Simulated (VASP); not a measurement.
Write the native input for VASP 6.6.1 that does the following.

```
Task                   : single point
Functional             : r2SCAN
Potentials or basis    : VASP PAW PBE potentials, release 64 (Sc_sv)
Cutoff                 : 520 eV
k mesh                 : 9 × 9 × 5
Occupations            : gaussian, width 0.05 eV
Spin                   : no spin polarisation
Dipole correction      : no
Further INCAR settings : ALGO = Normal; EDIFF = 1e-06; NBANDS = 18
```

Sc:

```
Sc
1.0
     3.30619    0.00000    0.00000
    -1.65309    2.86324    0.00000
     0.00000    0.00000    5.26882
Sc
2
Direct
  0.33333 0.66667 0.25000
  0.66667 0.33333 0.75000
```

The input as run:

POSCAR

```
Sc
1.0
    3.3061874402      0.0000000000      0.0000000000
   -1.6530937201      2.8632423129      0.0000000000
    0.0000000000      0.0000000000      5.2688178949
Sc
2
Direct
    0.3333333333      0.6666666667      0.2500000000
    0.6666666667      0.3333333333      0.7500000000
```

INCAR.step1

```
PREC = Accurate
ENCUT = 520
ISMEAR = 0
SIGMA = 0.05
LREAL = F
LASPH = T
NELM = 80
NBANDS = 18
GGA = PE
ALGO = Normal
EDIFF = 1E-4
LWAVE = T
LCHARG = F
```

INCAR.step2

```
PREC = Accurate
ENCUT = 520
EDIFF = 1E-6
ISMEAR = 0
SIGMA = 0.05
LREAL = F
LASPH = T
NELM = 80
ALGO = Normal
ISIF = 2
LWAVE = F
LCHARG = T
METAGGA = R2SCAN
LMIXTAU = T
LELF = T
LVHAR = T
NBANDS = 18
ISTART = 1
```

KPOINTS

```
Automatic mesh
0
Gamma
  9 9 5
```

Potentials or basis: VASP PAW PBE potentials, release 64 (Sc_sv).

Launch:

```bash
$ cat potpaw_PBE.64/Sc_sv/POTCAR > POTCAR
$ cp INCAR.step1 INCAR
$ mpirun -np 1 vasp_std > vasp.out
$ cp INCAR.step2 INCAR
$ mpirun -np 1 vasp_std > vasp.out
```

It gave:

```json
{
 "Pressure": "0.2 GPa",
 "Band gap on the k mesh": "zero (band 11 reaches 4.40 eV, above the bottom of band 12 at 3.23 eV)"
}
```

Caveat: the PAW data sets were made with another functional, which shifts forces and pressure a little.

Run time: 110 s on 1 thread of Intel(R) Xeon(R) Platinum 8259CL CPU @ 2.50GHz (Skylake/Cascade Lake), with other jobs on the host, peak memory 0.18 GiB.
